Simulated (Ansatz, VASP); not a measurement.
# AlGa2N2: VASP beside Ansatz

```
CELL_PARAMETERS angstrom
-2.06434 2.06434 4.62074
2.06434 -2.06434 4.62074
2.06434 2.06434 -4.62074
ATOMIC_POSITIONS crystal
Al 0.50000 0.50000 0.00000
Ga 0.75000 0.25000 0.50000
Ga 0.25000 0.75000 0.50000
N 0.30037 0.30037 0.00000
N 0.69963 0.69963 0.00000
```

Change from the starting cell: species swapped into the KCu2Se2 type (Fmmm, No. 69).

Alike in both runs: task relaxation of cell and atoms; functional PBE; k mesh 12 × 12 × 12; occupations gaussian, width 0.1 eV; no spin polarisation.

|  | VASP | Ansatz |
| --- | --- | --- |
| version | VASP 6.6.1 | Ansatz 0.2.0 |
| potentials or method | VASP PAW PBE potentials, release 64 (Al, Ga_d, N), cutoff 600 eV | scalar-relativistic, plane waves, PAW |
| valence electrons in the cell | 39 | 39 |

VASP gave:

- gap on the k mesh at the Fermi level, each at its own relaxed structure (eV): none
- relaxed volume (Å³/atom): 15.98
- relaxed length of the cell vector where the two differ most in proportion (Å): 5.492

Q: Estimate Ansatz's values.

A: gap on the k mesh at the Fermi level, each at its own relaxed structure (eV): none; relaxed volume (Å³/atom): 15.95; relaxed length of the cell vector where the two differ most in proportion (Å): 5.494.

A gap of «none» marks a metal or a gap that the smearing closes.
